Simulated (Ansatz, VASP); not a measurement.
## One calculation of MgO, two programs

The input INCAR:

```
SYSTEM = MgO
PREC     = Accurate       ! precision mode
ENCUT    = 600            ! plane-wave cutoff, eV
EDIFF    = 1E-6           ! SCF threshold, eV
ISMEAR   = -1             ! smearing method
SIGMA    = 0.05           ! smearing width, eV
LREAL    = .False.        ! projectors in reciprocal space
LASPH    = .True.         ! aspherical terms in the spheres
NELM     = 120            ! most SCF steps
ALGO     = Normal         ! electronic algorithm
ISIF     = 2              ! what is computed and relaxed
LWAVE    = .False.        ! write WAVECAR
LCHARG   = .False.        ! write CHGCAR
NBANDS   = 11             ! bands
GGA_COMPAT= .False.
```

Contents of KPOINTS:

```
Automatic mesh
0
Gamma
  15 15 15
  0 0 0
```

File POSCAR:

```
MgO
1.0
    0.0000000000      1.7921641104      1.7921641104
    1.7921641104      0.0000000000      1.7921641104
    1.7921641104      1.7921641104      0.0000000000
Mg O
1 1
Direct
    0.0000000000      0.0000000000      0.0000000000
    0.5000000000      0.5000000000      0.5000000000
```

Input for Ansatz:

```yaml
crystal:
  lattice:
    - [0.0, 1.7921641104, 1.7921641104]
    - [1.7921641104, 0.0, 1.7921641104]
    - [1.7921641104, 1.7921641104, 0.0]
  atoms:
    - { symbol: Mg, position: [0.0, 0.0, 0.0] }
    - { symbol: O, position: [0.5, 0.5, 0.5] }
kpoints:
  mp_grid: { grid: [15, 15, 15] }
scf:
  occupations: { method: fermi_dirac, width: 0.05 }
hamiltonian:
  xc: lda
  pseudopotentials: { kind: paw }
output:
  forces: true
  stress: true
  eigenvalues: true
  populations: true
```

Change from the starting cell: volume scaled by 0.64, PAW files.

Alike in both runs: task single point; functional LDA; k mesh 15 × 15 × 15; occupations fermi-dirac, width 0.05 eV; no spin polarisation.

```csv
,VASP,Ansatz
version,VASP 6.6.1,Ansatz 0.2.0
potentials or method,"VASP PAW LDA potentials, release 64 (Mg, O)","PAW with Ansatz's default frozen-core files, scalar-relativistic"
plane-wave cutoff (eV),600,420
valence electrons in the cell,8,16
```

Ansatz gave:

* gap on the k mesh at the Fermi level (eV): 8.92
* pressure (GPa): 193.3

**Question.** What did VASP give for the same quantities?

**Answer.** gap on the k mesh at the Fermi level (eV): 8.84; pressure (GPa): 195.7.

LDA's correlation is that of Perdew and Zunger in VASP and of Perdew and Wang (1992) in Ansatz. Both programs put the cell under a high pressure, so it lies far from rest at this level. VASP's potentials hold 8 valence electrons a cell and Ansatz's 16, so a difference there can come from the potentials and not from the codes.

Noted on VASP's run: the cell as given lies far from equilibrium.
